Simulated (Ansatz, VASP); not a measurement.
## MgCd2SO2: VASP beside Ansatz

```xyz
6
Lattice="-2.1276 2.1276 5.4838 2.1276 -2.1276 5.4838 2.1276 2.1276 -5.4838" Properties=species:S:1:pos:R:3 pbc="T T T"
Mg    0.0000    0.0000    5.4838
Cd    0.0000    2.1276    2.7419
Cd    2.1276    0.0000    2.7419
S     0.0000    0.0000    0.0000
O     0.0000    0.0000    3.5330
O     0.0000    0.0000    7.4346
```

Alike in both runs: functional PBE; k mesh 12 × 12 × 12; occupations gaussian, width 0.01 eV; no spin polarisation.

Ansatz relaxed the structure, and its values are those at the end. VASP's run is a single point on that final structure, the one shown.

|  | VASP | Ansatz |
| --- | --- | --- |
| version | VASP 6.6.1 | Ansatz 0.2.0 |
| potentials or method | VASP PAW PBE potentials, release 64 (Mg, Cd, S, O), cutoff 520 eV | scalar-relativistic, plane waves, PAW |
| valence electrons in the cell | 44 | 68 |

```csv
,VASP,Ansatz,Ansatz less VASP
gap on the k mesh at the Fermi level (eV),0.18,0.19,+0.011
least direct gap on the mesh (eV),0.38,0.39,+0.011
pressure (GPa),0.7,0.0,-0.66
rms of the force components (eV/Å),0.037,0.000,-0.0371
```

VASP's potentials hold 44 valence electrons a cell and Ansatz's 68, so a difference there can come from the potentials and not from the codes.
